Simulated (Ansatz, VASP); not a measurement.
**KI: VASP beside Ansatz**

```
K I
1.0
     0.00000    3.33340    3.33340
     3.33340    0.00000    3.33340
     3.33340    3.33340    0.00000
K I
1 1
Direct
  0.00000 0.00000 0.00000
  0.50000 0.50000 0.50000
```

Change from the starting cell: hydrostatic strain -6.0%.

Alike in both runs: task single point; functional r2SCAN; k mesh 6 × 6 × 6; no spin polarisation.

|  | VASP | Ansatz |
| --- | --- | --- |
| version | VASP 6.6.1 | Ansatz 0.2.0 |
| potentials or method | VASP PAW PBE potentials, release 64 (K_sv, I) | plane waves, PAW |
| plane-wave cutoff (eV) | 520 | 500 |
| occupations | gaussian, width 0.01 eV | fixed |
| valence electrons in the cell | 16 | 26 |

VASP gave:

```
gap on the k mesh at the Fermi level (eV) : 5.01
pressure (GPa)                            : 3.7
```

Q: Estimate Ansatz's values.

A: gap on the k mesh at the Fermi level (eV): 5.02; pressure (GPa): 3.6.

VASP's potentials were made for PBE, not for r2SCAN. VASP's potentials hold 16 valence electrons a cell and Ansatz's 26, so a difference there can come from the potentials and not from the codes.

Spin-orbit coupling is off throughout.
